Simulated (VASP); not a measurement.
Wanted: the native input for a VASP 6.6.1 run.

```
Task                   : single point
Functional             : PBE
Potentials or basis    : VASP PAW PBE potentials, release 64 (Si)
Cutoff                 : 500 eV
k mesh                 : 24 × 24 × 24
Occupations            : fermi-dirac, width 0.0612256 eV
Spin                   : no spin polarisation
Dipole correction      : no
Further INCAR settings : ALGO = Normal; EDIFF = 1e-06; NBANDS = 8
```

The structure of Si lies in POSCAR:

```
Si
1.0
    0.0000000000      1.9215773893      1.9215773893
    1.9215773893      0.0000000000      1.9215773893
    1.9215773893      1.9215773893      0.0000000000
Si
1
Direct
    0.0000000000      0.0000000000      0.0000000000
```

One way to write it, as run:

INCAR

```
SYSTEM = Si
PREC = Accurate ; ENCUT = 500
EDIFF = 1E-6 ; ISMEAR = -1
SIGMA = 0.06122561905347299 ; LREAL = .FALSE.
LASPH = .TRUE. ; NELM = 120
ALGO = Normal ; ISIF = 2
LWAVE = .FALSE. ; LCHARG = .FALSE.
GGA = PE ; NBANDS = 8
GGA_COMPAT = .FALSE.
```

KPOINTS

```
Automatic mesh
0
G
  24 24 24
  0 0 0
```

Potentials or basis: VASP PAW PBE potentials, release 64 (Si).

Run with:

```bash
$ cat potpaw_PBE.64/Si/POTCAR > POTCAR
$ mpirun -np 1 vasp_std > vasp.out
```

Results of the run:

The pressure is 1.7 GPa and the band gap on the k mesh is zero (band 2 reaches 21.81 eV, above the bottom of band 3 at 7.29 eV).

Wall time 43 s on 1 thread of Intel Xeon 8259CL (shared host), peak memory 0.14 GiB.
